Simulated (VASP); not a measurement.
A run of VASP 6.6.1 is set up as follows.

Contents of INCAR:

```
SYSTEM = BN
PREC     = Accurate       ! precision mode
ENCUT    = 520            ! plane-wave cutoff, eV
EDIFF    = 1E-7           ! SCF threshold, eV
ISMEAR   = 0              ! smearing method
SIGMA    = 0.1            ! smearing width, eV
LREAL    = .FALSE.        ! projectors in reciprocal space
LASPH    = .TRUE.         ! aspherical terms in the spheres
NELM     = 100            ! most SCF steps
ALGO     = Normal         ! electronic algorithm
ISIF     = 2              ! what is computed and relaxed
LWAVE    = .FALSE.        ! write WAVECAR
LCHARG   = .FALSE.        ! write CHGCAR
GGA      = RP             ! functional
NBANDS   = 11             ! bands
```

The input KPOINTS:

```
regular mesh
0
G
  12 12 12
  0 0 0
```

POSCAR

```
BN
1.0
    1.2511217832      0.7223354983      3.3729344033
   -1.2511217832      0.7223354983      3.3729344033
    0.0000000000     -1.4446709966      3.3729344033
N B
1 1
Direct
    0.6672382000      0.6672382000      0.6672382000
    0.0003288000      0.0003288000      0.0003288000
```

Potentials or basis: VASP PAW PBE potentials, release 64 (N, B).

Command:

```console
$ cat potpaw_PBE.64/N/POTCAR potpaw_PBE.64/B/POTCAR > POTCAR
$ mpirun -np 1 vasp_std > vasp.out
```

Problem. Predict the largest force.

Solution. 0.003 eV/Å.

Problem. Estimate the pressure.

Solution. 7.5 GPa.

Problem. What does it give for the band gap on the k mesh?

Solution. 4.39 eV, indirect (least direct gap 4.77 eV).

Stress tensor (GPa, compression positive):
```
9.07 0.00 0.00
0.00 9.07 0.00
0.00 0.00 4.24
```

Caveat: the PAW data sets were made with another functional, which shifts forces and pressure a little. Expect the measured gap to be larger: semilocal functionals such as RPBE lack the derivative discontinuity.
